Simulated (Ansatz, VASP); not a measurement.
# Two plane-wave programs on GaN

```
CELL_PARAMETERS angstrom
3.18000 0.00000 0.00000
-1.59000 2.75396 0.00000
0.00000 0.00000 5.16600
ATOMIC_POSITIONS crystal
Ga 0.66667 0.33333 0.50000
Ga 0.33333 0.66667 0.00000
N 0.66667 0.33333 0.87500
N 0.33333 0.66667 0.37500
```

Alike in both runs: task relaxation of cell and atoms; functional BLYP; dispersion D4; k mesh 10 × 10 × 5; occupations fermi-dirac, width 0.05 eV; no spin polarisation.

|  | VASP | Ansatz |
| --- | --- | --- |
| version | VASP 6.6.1 | Ansatz 0.2.0 |
| potentials or method | VASP PAW PBE potentials, release 64 (Ga_d, N) | Ansatz PAW |
| plane-wave cutoff (eV) | 600 | 420 |
| valence electrons in the cell | 36 | 36 |

Ansatz gave:

```
relaxed volume (Å³/atom)                                     : 11.38
relaxed cell length with the largest relative difference (Å) : 3.182
```

**Question.** What did VASP give for the same quantities?

**Answer.** Relaxed volume (Å³/atom): 11.46; relaxed cell length with the largest relative difference (Å): 3.189.

VASP's potentials were made for PBE, not for BLYP.

Noted on Ansatz's run: odd divisions of the mesh miss points on the zone boundary, where band edges often lie, so the gap on the mesh can be too wide; the plane-wave basis is chosen anew once the cell has moved, so the energies of steps on either side of that aren't comparable.
